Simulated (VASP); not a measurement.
Here is a VASP 6.6.1 calculation.

File INCAR:

```
ALGO     = Normal         # electronic algorithm
EDIFF    = 1E-6           # SCF threshold, eV
ENCUT    = 600            # plane-wave cutoff, eV
GGA      = PE             # functional
GGA_COMPAT= F            
ISIF     = 2              # what is computed and relaxed
ISMEAR   = 0              # smearing method
LASPH    = T              # aspherical terms in the spheres
LCHARG   = F              # write CHGCAR
LREAL    = F              # projectors in reciprocal space
LWAVE    = F              # write WAVECAR
NBANDS   = 11             # bands
NELM     = 120            # most SCF steps
PREC     = Accurate       # precision mode
SIGMA    = 0.1            # smearing width, eV
```

Contents of KPOINTS:

```
k-points
0
Gamma
  8 8 8
```

POSCAR

```
SiC
1.0
    0.0000000000      2.0881007700      2.0881007700
    2.0881007700      0.0000000000      2.0881007700
    2.0881007700      2.0881007700      0.0000000000
C Si
1 1
Direct
    0.0000000000      0.0000000000      0.0000000000
    0.5000000000      0.5000000000      0.5000000000
```

Potentials or basis: VASP PAW PBE potentials, release 64 (C, Si).

The run is started by

```console
$ cat potpaw_PBE.64/C/POTCAR potpaw_PBE.64/Si/POTCAR > POTCAR
$ mpirun -np 1 vasp_std > vasp.out
```

Problem. Estimate the pressure.

Solution. -16.4 GPa.

Problem. What does it give for the band gap on the k mesh?

Solution. Zero (band 4 reaches 11.12 eV, above the bottom of band 5 at 9.49 eV).
